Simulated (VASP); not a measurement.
A run of VASP 6.6.1 is set up as follows.

File INCAR:

```
SYSTEM = GaP
PREC = Accurate
ENCUT = 520
EDIFF = 1E-6
ISMEAR = 0
SIGMA = 0.01
LREAL = .FALSE.
LASPH = .TRUE.
NELM = 80
ALGO = Normal
ISIF = 2
LWAVE = .FALSE.
LCHARG = .FALSE.
GGA = CA
NBANDS = 16
```

The input KPOINTS:

```
regular mesh
0
G
  6 6 6
  0 0 0
```

POSCAR

```
GaP
1.0
    0.0000000000      2.6696170428      2.6696170428
    2.6696170428      0.0000000000      2.6696170428
    2.6696170428      2.6696170428      0.0000000000
Ga P
1 1
Direct
    0.0000000000      0.0000000000      0.0000000000
    0.2500000000      0.2500000000      0.2500000000
```

Potentials or basis: VASP PAW LDA potentials, release 64 (Ga_d, P).

Command:

```console
$ cat potpaw_LDA.64/Ga_d/POTCAR potpaw_LDA.64/P/POTCAR > POTCAR
$ mpirun -np 1 vasp_std > vasp.out
```

(1) What does it give for the pressure?

(2) What does it give for the band gap on the k mesh?

Answers

(1) 2.9 GPa.

(2) 1.36 eV, indirect (least direct gap 2.15 eV).

**What was measured.**

From “Stacking defects in GaP nanowires: Electronic structure and optical properties”, 2018, arxiv:1810.01194, for a bulk crystal of GaP at 10 K: band gap 2.34 eV (indirect).

A measured gap of GaP is 2.34 eV (indirect; 10 K; quoted in “Stacking defects in GaP nanowires: Electronic structure and optical properties”, 2018, arxiv:1810.01194); the calculated 1.36 eV misses it by -0.98 eV. Spin-orbit coupling on Ga is left out. The value is that of LDA on a finite k mesh, which can miss the band edges, without temperature or zero-point motion. Semilocal functionals fall short of measured gaps as a rule.
